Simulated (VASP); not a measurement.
Wanted: the native input for a VASP 6.6.1 run.

* Task: relaxation of cell and atoms
* Functional: RPBE
* Potentials or basis: VASP PAW PBE potentials, release 64 (Mg, O)
* Cutoff: 600 eV
* k mesh: 11 × 11 × 11
* Occupations: fermi-dirac, width 0.05 eV
* Spin: no spin polarisation
* Dipole correction: no
* Further INCAR settings: ALGO = Normal; EDIFF = 1e-07; IBRION = 2; EDIFFG = -0.01; NSW = 60; ISIF = 3

The structure of MgO lies in POSCAR:

```
MgO
1.0
    0.0000000000      2.0970013927      2.0970013927
    2.0970013927      0.0000000000      2.0970013927
    2.0970013927      2.0970013927      0.0000000000
Mg O
1 1
Direct
    0.0000000000      0.0000000000      0.0000000000
    0.5000000000      0.5000000000      0.5000000000
```

These files were run (other wordings do the same):

INCAR

```
PREC = Accurate ; ENCUT = 600
EDIFF = 1E-7 ; ISMEAR = -1
SIGMA = 0.05 ; LREAL = False
LASPH = True ; NELM = 60
ALGO = Normal ; ISIF = 3
LWAVE = False ; LCHARG = False
GGA = RP ; IBRION = 2
NSW = 60 ; EDIFFG = -0.01
```

KPOINTS

```
regular mesh
0
Gamma
  11 11 11
```

Potentials or basis: VASP PAW PBE potentials, release 64 (Mg, O).

Launch:

```console
$ cat potpaw_PBE.64/Mg/POTCAR potpaw_PBE.64/O/POTCAR > POTCAR
$ mpirun -np 1 vasp_std > vasp.out
```

It gave:

```json
{"Relaxed volume": "9.85 Å³/atom", "Relaxed cell": "a = 3.032 Å, b = 3.032 Å, c = 3.032 Å, α = 60.00°, β = 60.00°, γ = 60.00°", "Space group after relaxing (to 0.05 Å)": "Fm-3m (No. 225)", "Energy gained by relaxing": "20.0 meV/atom", "Ionic steps": "3", "Pressure after relaxing": "0.0 GPa", "Band gap on the k mesh": "4.33 eV, direct"}
```

Caveat: the PAW data sets were made with another functional, which shifts forces and pressure a little.

Run time: 42 s on 1 thread of AMD EPYC 7R13, on a shared host, peak memory 0.12 GiB.
